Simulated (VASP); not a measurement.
# Yb (Fm-3m) in VASP: further runs

Runs on Yb. Level: PBEsol. Tasks: electric field gradients.

Everything below comes from runs of VASP 6.6.1. Logs are shortened: lines on timing, memory, paths and dates and some standing lists are left out, and cuts for length are marked.

### 1 The cell of the first run

The structure is cubic, space group Fm-3m (No. 225). The conventional cell has a = 5.485 Å, b = 5.485 Å, c = 5.485 Å, α = 90.00°, β = 90.00°, γ = 90.00°. Yb (site symmetry m-3m) has 12 Yb at 3.88 Å within 5.1 Å.

### 2 Electric field gradients, PBEsol (41.26 Å³/atom)

Contents of INCAR:

```
SYSTEM = Yb
  PREC = Accurate
  ENCUT = 520
  EDIFF = 1E-8
  ISMEAR = -1
  SIGMA = 0.03
  LREAL = .False.
  LASPH = .True.
  NELM = 60
  ALGO = Normal
  ISIF = 2
  LWAVE = .False.
  LCHARG = .False.
  GGA = PS
  LEFG = .True.
  NBANDS = 18
```

Contents of KPOINTS:

```
Automatic mesh
0
Gamma
  12 12 12
  0 0 0
```

Contents of POSCAR:

```
Yb
1.0
    0.0000000000      2.7426694000      2.7426694000
    2.7426694000      0.0000000000      2.7426694000
    2.7426694000      2.7426694000      0.0000000000
Yb
1
Direct
    0.0000000000      0.0000000000      0.0000000000
```

Potentials or basis: VASP PAW PBE potentials, release 64 (Yb).

Started as:

```sh
cat potpaw_PBE.64/Yb/POTCAR > POTCAR
mpirun -np 1 vasp_std > vasp.out
```

OUTCAR:

```text
SYSTEM = Yb
   PREC = Accurate
   ENCUT = 520
   EDIFF = 1E-8
   ISMEAR = -1
   LREAL = .False.
   LASPH = .True.
   NELM = 60
   ISIF = 2
   GGA = PS

 ion  position               nearest neighbor table
   1  0.000  0.000  0.000-

  LATTYP: Found a face centered cubic cell.
 ALAT       =     5.4853388000

  Lattice vectors:

 A1 = (   0.0000000000,   2.7426694000,   2.7426694000)
 A2 = (   2.7426694000,   0.0000000000,   2.7426694000)
 A3 = (   2.7426694000,   2.7426694000,   0.0000000000)

Analysis of symmetry for initial positions (statically):
=====================================================================
 Subroutine PRICEL returns:
 Original cell was already a primitive cell.

 Routine SETGRP: Setting up the symmetry group for a
 face centered cubic supercell.

 Subroutine GETGRP returns: Found 48 space group operations
 (whereof 48 operations were pure point group operations)
 out of a pool of 48 trial point group operations.

The static configuration has the point symmetry O_h .

Analysis of symmetry for dynamics (positions and initial velocities):
=====================================================================
 Subroutine PRICEL returns:
 Original cell was already a primitive cell.

 Routine SETGRP: Setting up the symmetry group for a
 face centered cubic supercell.

 Subroutine GETGRP returns: Found 48 space group operations
 (whereof 48 operations were pure point group operations)
 out of a pool of 48 trial point group operations.

The dynamic configuration has the point symmetry O_h .

 Subroutine INISYM returns: Found 48 space group operations
 (whereof 48 operations are pure point group operations),
 and found     1 'primitive' translations

----------------------------------------------------------------------------------------

                                     Primitive cell

  volume of cell :      41.2620

  direct lattice vectors                    reciprocal lattice vectors
     0.000000000  2.742669400  2.742669400    -0.182304145  0.182304145  0.182304145
     2.742669400  0.000000000  2.742669400     0.182304145 -0.182304145  0.182304145
     2.742669400  2.742669400  0.000000000     0.182304145  0.182304145 -0.182304145

  length of vectors
     3.878720263  3.878720263  3.878720263     0.315760042  0.315760042  0.315760042

  position of ions in fractional coordinates (direct lattice)
     0.000000000  0.000000000  0.000000000

  ion indices of the primitive-cell ions
   primitive index   ion index
                 1           1

----------------------------------------------------------------------------------------

 KPOINTS: Automatic mesh

Automatic generation of k-mesh.
 Grid dimensions read from file:
 generate k-points for:   12   12   12

 Generating k-lattice:

  Cartesian coordinates                     Fractional coordinates (reciprocal lattice)
    -0.015192012  0.015192012  0.015192012     0.083333333  0.000000000  0.000000000
     0.015192012 -0.015192012  0.015192012     0.000000000  0.083333333  0.000000000
     0.015192012  0.015192012 -0.015192012     0.000000000  0.000000000  0.083333333

  Length of vectors
     0.026313337  0.026313337  0.026313337

  Shift w.r.t. Gamma in fractional coordinates (k-lattice)
     0.000000000  0.000000000  0.000000000

 Subroutine IBZKPT returns following result:
 ===========================================

 Found     72 irreducible k-points:

 Following reciprocal coordinates:
            Coordinates               Weight
  0.000000  0.000000  0.000000      1.000000
  0.083333  0.000000  0.000000      8.000000
  0.166667  0.000000  0.000000      8.000000
  0.250000  0.000000  0.000000      8.000000
  0.333333  0.000000  0.000000      8.000000
  0.416667  0.000000  0.000000      8.000000
[... 16 lines left out ...]
  0.500000  0.166667  0.000000     24.000000
 -0.416667  0.166667  0.000000     24.000000
 [... further k-points ...]
   k-points           NKPTS =     72   k-points in BZ     NKDIM =     72   number of bands    NBANDS=     18
   number of dos      NEDOS =    301   number of ions     NIONS =      1
   total plane-waves  NPLWV =  27000
   dimension x,y,z NGX =    30 NGY =   30 NGZ =   30
   dimension x,y,z NGXF=    60 NGYF=   60 NGZF=   60
   ions per type =               1
   NGX,Y,Z   is equivalent  to a cutoff of  12.86, 12.86, 12.86 a.u.
   NGXF,Y,Z  is equivalent  to a cutoff of  25.72, 25.72, 25.72 a.u.
 SYSTEM =  Yb
   PREC   = accura    normal or accurate (medium, high low for compatibility)
   ISTART =      0    job   : 0-new  1-cont  2-samecut
   ICHARG =      2    charge: 1-file 2-atom 10-const
   ISPIN  =      1    spin polarized calculation?
   LNONCOLLINEAR =      F non collinear calculations
   LSORBIT =      F    spin-orbit coupling
   LASPH  =      T    aspherical Exc in radial PAW
   ENCUT  =  520.0 eV  38.22 Ry    6.18 a.u.   7.21  7.21  7.21*2*pi/ulx,y,z
   NELM   =     60;   NELMIN=  2; NELMDL= -5     # of ELM steps
   EDIFF  = 0.1E-07   stopping-criterion for ELM
   LREAL  =      F    real-space projection
   EDIFFG = 0.1E-06   stopping-criterion for IOM
   NSW    =      0    number of steps for IOM
   IBRION =     -1    ionic relax: 0-MD 1-quasi-New 2-CG
   NFREE  =      0    steps in history (QN), initial steepest desc. (CG)
   ISIF   =      2    stress and relaxation
   ISYM   =      2    0-nonsym 1-usesym 2-fastsym
   POTIM  = 0.5000    time-step for ionic-motion
   TEBEG  =    0.0;   TEEND  =   0.0 temperature during run
   PSTRESS=    0.0 pullay stress
   NELECT =      24.0000    total number of electrons
   NUPDOWN=      -1.0000    fix difference up-down
   EMIN   =  10.00;   EMAX   =-10.00  energy-range for DOS
   EFERMI =   0.00;   METHOD = LEGACY
   ISMEAR =    -1;   SIGMA  =   0.03  broadening in eV -4-tet -1-fermi 0-gaus
   EFERMI_NEDOS =   21; number of points for ismear=-14 and -15
   IALGO  =     38    algorithm
   IMIX   =      4    mixing-type and parameters
     AMIX     =   0.40;   BMIX     =  1.00
     AMIX_MAG =   1.60;   BMIX_MAG =  1.00
  volume/ion in A,a.u.               =      41.26       278.45
  Fermi-wavevector in a.u.,A,eV,Ry     =   1.366559  2.582422 25.408663  1.867484
  Thomas-Fermi vector in A             =   2.492689
   LORBIT       =      0    0 simple, 1 ext, 2 COOP (PROOUT), +10 PAW based schemes
   GGA     = PS    functional components
   LHFCALC =     F    Hartree Fock is set to
   AEXX    =    0.0000 exact exchange contribution
   IVDW    =     0    specifies the selected vdW correction
   LEPSILON=     F    determine dielectric tensor
   LRPA    =     F    only Hartree local field effects (RPA)
 non-spin polarized calculation
  energy-cutoff  :      520.00
  volume of cell :       41.26
 maximum number of plane-waves:      1139
 NGX is ok and might be reduce to    30
   NGX = 15   NGY = 15   NGZ = 15

 number of electron      23.9999992 magnetization

 Free energy of the ion-electron system (eV)
  ---------------------------------------------------
  ext. energy  EPLUGINS =         0.00000000
  ---------------------------------------------------
  free energy    TOTEN  =        -3.80332233 eV

  energy without entropy =       -3.79957299  energy(sigma->0) =       -3.80144766

 E-fermi :   1.0505     XC(G=0):  -8.9663

 val. band max:        1.0118118705   @ k =  -0.3333   0.4167   0.1667
 cond. band min:       1.0661102083   @ k =  -0.4167   0.2500   0.0000
 fundamental gap:      0.0542983378
 Fermi energy:         1.0504672271

 k-point     1 :       0.0000    0.0000    0.0000
  band No.  band energies     occupation
      1     -50.7763      2.00000
      2     -23.0311      2.00000
      3     -23.0311      2.00000
      4     -23.0311      2.00000
      5      -3.8212      2.00000
      6       0.6447      2.00000
[... 10 lines left out ...]
     17       5.5997      0.00000
     18       9.9721      0.00000

 k-point     2 :       0.0833    0.0000    0.0000
  band No.  band energies     occupation
      1     -50.7758      2.00000
      2     -23.0456      2.00000
      3     -23.0331      2.00000
      4     -23.0331      2.00000
      5      -3.6806      2.00000
      6       0.6463      2.00000
[... 10 lines left out ...]
     17       5.5163      0.00000
     18      10.3115      0.00000

 k-point     3 :       0.1667    0.0000    0.0000
  band No.  band energies     occupation
      1     -50.7742      2.00000
      2     -23.0849      2.00000
      3     -23.0385      2.00000
      4     -23.0385      2.00000
      5      -3.2719      2.00000
      6       0.6513      2.00000
[... 412 lines left out ...]
 k-point    23 :       0.5000    0.1667    0.0000
  band No.  band energies     occupation
      1     -50.7672      2.00000
      2     -23.2208      2.00000
      3     -23.0920      2.00000
      4     -23.0730      2.00000
      5      -0.4061      2.00000
      6       0.6788      1.99999
[... 10 lines left out ...]
     17       6.9950      0.00000
     18       7.2902      0.00000

 k-point    24 :      -0.4167    0.1667    0.0000
  band No.  band energies     occupation
      1     -50.7671      2.00000
      2     -23.2226      2.00000
      3     -23.0989      2.00000
      4     -23.0687      2.00000
      5      -0.2393      2.00000
      6       0.6704      1.99999
[... 10 lines left out ...]
     17       6.6081      0.00000
     18       7.5766      0.00000

 [... further k-points ...]
[... 5 lines left out ...]
  --------------------------------------------------------------------------------------
  -------------------------------------------------------------------------------------
  Total       -0.9345422     -0.9345422     -0.9345422      0.0000000      0.0000000      0.0000000
  in kB      -36.2876713    -36.2876713    -36.2876713      0.0000000      0.0000000      0.0000000
  external PRESSURE =     -36.2876713 kB  Pullay stress =       0.0000000 kB

 VOLUME and BASIS-vectors are now :
 -----------------------------------------------------------------------------
  energy-cutoff  :      520.00
  volume of cell :       41.26
      direct lattice vectors                 reciprocal lattice vectors
     0.000000000  2.742669400  2.742669400    -0.182304145  0.182304145  0.182304145
     2.742669400  0.000000000  2.742669400     0.182304145 -0.182304145  0.182304145
     2.742669400  2.742669400  0.000000000     0.182304145  0.182304145 -0.182304145

 POSITION                                       TOTAL-FORCE (eV/Angst)
 -----------------------------------------------------------------------------------
      0.00000      0.00000      0.00000        -0.000000      0.000000     -0.000000
 -----------------------------------------------------------------------------------
    total drift:                               -0.000000     -0.000000      0.000000

  FREE ENERGIE OF THE ION-ELECTRON SYSTEM (eV)
  ---------------------------------------------------
  free  energy   TOTEN  =        -3.8033223300 eV

  energy  without entropy=       -3.7995729871  energy(sigma->0) =       -3.80144766

 Electric field gradients (V/A^2)
---------------------------------------------------------------------
 ion       V_xx      V_yy      V_zz      V_xy      V_xz      V_yz
---------------------------------------------------------------------
   1       0.000    -0.000    -0.000     0.003     0.003     0.003
---------------------------------------------------------------------

 Electric field gradients after diagonalization (V/A^2)
 (convention: |V_zz| > |V_xx| > |V_yy|)
----------------------------------------------------------------------
 ion       V_xx      V_yy      V_zz     asymmetry (V_yy - V_xx)/ V_zz
----------------------------------------------------------------------
   1      -0.003    -0.003     0.006       0.000
----------------------------------------------------------------------

           NMR quadrupolar parameters

 Cq : quadrupolar parameter    Cq=e*Q*V_zz/h
 eta: asymmetry parameters     (V_yy - V_xx)/ V_zz
 Q  : nuclear electric quadrupole moment in mb (millibarn)
----------------------------------------------------------------------
 ion       Cq(MHz)       eta       Q (mb)
----------------------------------------------------------------------
   1       0.000       0.000       1.000
----------------------------------------------------------------------
```

It took 3.7 min on 1 thread of Intel Xeon Platinum 8259CL at 2.50GHz (Skylake/Cascade Lake), shared host; peak memory 0.23 GiB.

Results:

```yaml
Free_energy: -3.8033 eV
Pressure: -3.6 GPa
Band_gap_on_the_k_mesh: zero (bands 12 and 13 overlap by 0.07 eV)
Largest_electric_field_gradient_by_atom: under 0.05 V/Å² on every atom
```

Levels at points of the mesh, in eV from the Fermi level:
```
           k point  band 10  band 11  band 12  band 13  band 14  band 15
(0.00, 0.00, 0.00)    -0.25    -0.25    -0.25     2.71     2.71     2.71
(0.50, 0.00, 0.00)    -0.26    -0.26    -0.25     0.14     2.52     2.52
(0.50, 0.50, 0.00)    -0.29    -0.27    -0.27     0.27     1.30     5.90
```

Caveat: the cell stands under tension; the PAW data sets were made with another functional, which shifts forces and pressure a little; spin-orbit coupling is left out, which moves the levels of the heavy elements.

### 3 Electric field gradients, PBEsol (42.07 Å³/atom)

This run uses another cell than the first one, of 42.07 Å³/atom.

Contents of INCAR:

```
SYSTEM = Yb
PREC     = Accurate       ! precision mode
ENCUT    = 520            ! plane-wave cutoff, eV
EDIFF    = 1E-8           ! SCF threshold, eV
ISMEAR   = -1             ! smearing method
SIGMA    = 0.03           ! smearing width, eV
LREAL    = .False.        ! projectors in reciprocal space
LASPH    = .True.         ! aspherical terms in the spheres
NELM     = 80             ! most SCF steps
ALGO     = Normal         ! electronic algorithm
ISIF     = 2              ! what is computed and relaxed
LWAVE    = .False.        ! write WAVECAR
LCHARG   = .False.        ! write CHGCAR
GGA      = PS             ! functional
LEFG     = .True.       
NBANDS   = 18             ! bands
```

KPOINTS is that of step 2.

Contents of POSCAR:

```
Yb
1.0
    0.0000000000      2.7604794406      2.7604794406
    2.7604794406      0.0000000000      2.7604794406
    2.7604794406      2.7604794406      0.0000000000
Yb
1
Direct
    0.0000000000      0.0000000000      0.0000000000
```

Potentials or basis: VASP PAW PBE potentials, release 64 (Yb).

Started as:

```sh
cat potpaw_PBE.64/Yb/POTCAR > POTCAR
mpirun -np 1 vasp_std > vasp.out
```

OUTCAR:

```text
SYSTEM = Yb
   PREC = Accurate
   ENCUT = 520
   EDIFF = 1E-8
   ISMEAR = -1
   LREAL = .False.
   LASPH = .True.
   NELM = 80
   ISIF = 2
   GGA = PS

 ion  position               nearest neighbor table
   1  0.000  0.000  0.000-

  LATTYP: Found a face centered cubic cell.
 ALAT       =     5.5209588812

  Lattice vectors:

 A1 = (   0.0000000000,   2.7604794406,   2.7604794406)
 A2 = (   2.7604794406,   0.0000000000,   2.7604794406)
 A3 = (   2.7604794406,   2.7604794406,   0.0000000000)

Analysis of symmetry for initial positions (statically):
=====================================================================
 Subroutine PRICEL returns:
 Original cell was already a primitive cell.

 Routine SETGRP: Setting up the symmetry group for a
 face centered cubic supercell.

 Subroutine GETGRP returns: Found 48 space group operations
 (whereof 48 operations were pure point group operations)
 out of a pool of 48 trial point group operations.

The static configuration has the point symmetry O_h .

Analysis of symmetry for dynamics (positions and initial velocities):
=====================================================================
 Subroutine PRICEL returns:
 Original cell was already a primitive cell.

 Routine SETGRP: Setting up the symmetry group for a
 face centered cubic supercell.

 Subroutine GETGRP returns: Found 48 space group operations
 (whereof 48 operations were pure point group operations)
 out of a pool of 48 trial point group operations.

The dynamic configuration has the point symmetry O_h .

 Subroutine INISYM returns: Found 48 space group operations
 (whereof 48 operations are pure point group operations),
[... 138 lines left out ...]
  free energy    TOTEN  =        -3.78502795 eV

  energy without entropy =       -3.78096408  energy(sigma->0) =       -3.78299601

 E-fermi :   0.9933     XC(G=0):  -8.8857

 val. band max:        0.9605788037   @ k =  -0.3333   0.4167   0.1667
 cond. band min:       1.0052202552   @ k =  -0.4167   0.2500   0.0000
 fundamental gap:      0.0446414516
 Fermi energy:         0.9932938614

 k-point     1 :       0.0000    0.0000    0.0000
  band No.  band energies     occupation
      1     -50.8469      2.00000
      2     -23.1105      2.00000
      3     -23.1105      2.00000
      4     -23.1105      2.00000
      5      -3.8317      2.00000
      6       0.5958      2.00000
[... 481 lines left out ...]
      5      -0.2866      2.00000
      6       0.6205      1.99999
[... 10 lines left out ...]
     17       6.4463      0.00000
     18       7.4109      0.00000

 [... further k-points ...]
[... 5 lines left out ...]
  --------------------------------------------------------------------------------------
  -------------------------------------------------------------------------------------
  Total       -0.9770018     -0.9770018     -0.9770018      0.0000000      0.0000000      0.0000000
  in kB      -37.2068065    -37.2068065    -37.2068065      0.0000000      0.0000000      0.0000000
  external PRESSURE =     -37.2068065 kB  Pullay stress =       0.0000000 kB

 VOLUME and BASIS-vectors are now :
 -----------------------------------------------------------------------------
  energy-cutoff  :      520.00
  volume of cell :       42.07
      direct lattice vectors                 reciprocal lattice vectors
     0.000000000  2.760479441  2.760479441    -0.181127956  0.181127956  0.181127956
     2.760479441  0.000000000  2.760479441     0.181127956 -0.181127956  0.181127956
     2.760479441  2.760479441  0.000000000     0.181127956  0.181127956 -0.181127956

 POSITION                                       TOTAL-FORCE (eV/Angst)
 -----------------------------------------------------------------------------------
      0.00000      0.00000      0.00000         0.000000     -0.000000     -0.000000
 -----------------------------------------------------------------------------------
    total drift:                               -0.000000     -0.000000      0.000000

  FREE ENERGIE OF THE ION-ELECTRON SYSTEM (eV)
  ---------------------------------------------------
  free  energy   TOTEN  =        -3.7850279477 eV

  energy  without entropy=       -3.7809640801  energy(sigma->0) =       -3.78299601

 Electric field gradients (V/A^2)
---------------------------------------------------------------------
 ion       V_xx      V_yy      V_zz      V_xy      V_xz      V_yz
---------------------------------------------------------------------
   1      -0.000    -0.000     0.000     0.003     0.003     0.003
---------------------------------------------------------------------

 Electric field gradients after diagonalization (V/A^2)
 (convention: |V_zz| > |V_xx| > |V_yy|)
----------------------------------------------------------------------
 ion       V_xx      V_yy      V_zz     asymmetry (V_yy - V_xx)/ V_zz
----------------------------------------------------------------------
   1      -0.003    -0.003     0.007       0.000
----------------------------------------------------------------------

           NMR quadrupolar parameters

 Cq : quadrupolar parameter    Cq=e*Q*V_zz/h
 eta: asymmetry parameters     (V_yy - V_xx)/ V_zz
 Q  : nuclear electric quadrupole moment in mb (millibarn)
----------------------------------------------------------------------
 ion       Cq(MHz)       eta       Q (mb)
----------------------------------------------------------------------
   1       0.000       0.000       1.000
----------------------------------------------------------------------
```

It took 2.3 min on 1 thread of Intel Xeon Platinum 8259CL at 2.50GHz (Skylake/Cascade Lake), shared host; peak memory 0.22 GiB.

Results:

- Free energy: -3.7850 eV
- Pressure: -3.7 GPa
- Band gap on the k mesh: zero (bands 12 and 13 overlap by 0.08 eV)
- Largest electric field gradient by atom: under 0.05 V/Å² on every atom

Levels at points of the mesh, in eV from the Fermi level:
| k point | band 9 | band 10 | band 11 | band 12 | band 13 | band 14 | band 15 | band 16 |
| --- | --- | --- | --- | --- | --- | --- | --- | --- |
| (0.00, 0.00, 0.00) | -0.32 | -0.25 | -0.25 | -0.25 | 2.69 | 2.69 | 2.69 | 4.50 |
| (0.50, 0.00, 0.00) | -0.33 | -0.26 | -0.26 | -0.25 | 0.12 | 2.51 | 2.51 | 5.81 |
| (0.50, 0.50, 0.00) | -0.32 | -0.29 | -0.27 | -0.27 | 0.30 | 1.25 | 5.82 | 6.11 |

Caveat: the cell stands under tension; the PAW data sets were made with another functional, which shifts forces and pressure a little; spin-orbit coupling is left out, which moves the levels of the heavy elements.

The gap in the log of VASP goes by the Fermi energy; the results here count the filled bands.